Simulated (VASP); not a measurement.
Write the native input for VASP 6.6.1 that does the following.

```yaml
Task: relaxation of cell and atoms
Functional: PBEsol
Potentials_or_basis: VASP PAW PBE potentials, release 64 (Zn, Au)
Cutoff: 600 eV
k_mesh: 16 × 16 × 16
Occupations: fermi-dirac, width 0.1 eV
Spin: no spin polarisation
Dipole_correction: no
Further_INCAR_settings: ALGO = Normal; EDIFF = 1e-07; IBRION = 2; EDIFFG = -0.002; NSW = 100; ISIF = 3
```

The structure of ZnAu lies in POSCAR:

```
ZnAu
1.0
    3.1470000000      0.0000000000      0.0000000000
    0.0000000000      3.1470000000      0.0000000000
    0.0000000000      0.0000000000      3.1470000000
Zn Au
1 1
Direct
    0.5000000000      0.5000000000      0.5000000000
    0.0000000000      0.0000000000      0.0000000000
```

One way to write it, as run:

INCAR

```
SYSTEM = ZnAu
ALGO = Normal ; EDIFF = 1E-7
EDIFFG = -0.002 ; ENCUT = 600
GGA = PS ; IBRION = 2
ISIF = 3 ; ISMEAR = -1
LASPH = .True. ; LCHARG = .False.
LREAL = .False. ; LWAVE = .False.
NELM = 100 ; NSW = 100
PREC = Accurate ; SIGMA = 0.1
```

KPOINTS

```
k-points
0
Gamma
  16 16 16
  0 0 0
```

Potentials or basis: VASP PAW PBE potentials, release 64 (Zn, Au).

The run is started by

```console
$ cat potpaw_PBE.64/Zn/POTCAR potpaw_PBE.64/Au/POTCAR > POTCAR
$ mpirun -np 1 vasp_std > vasp.out
```

Results of the run:

```
Relaxed volume                        : 15.33 Å³/atom
Relaxed cell                          : a = 3.130 Å, b = 3.130 Å, c = 3.130 Å, α = 90.00°, β = 90.00°, γ = 90.00°
Space group after relaxing (to 0.1 Å) : Pm-3m (No. 221)
Energy gained by relaxing             : 1.8 meV/atom
Ionic steps                           : 3
Pressure after relaxing               : 0.0 GPa
Band gap on the k mesh                : zero (an odd number of electrons rules out a gap without spin polarisation)
```

Caveat: the PAW data sets were made with another functional, which shifts forces and pressure a little; spin-orbit coupling is left out, which moves the levels of the heavy elements.

Wall time 3.2 min on 1 thread of Intel(R) Xeon(R) Platinum 8259CL CPU @ 2.50GHz (Skylake/Cascade Lake) (shared host), peak memory 0.25 GiB.
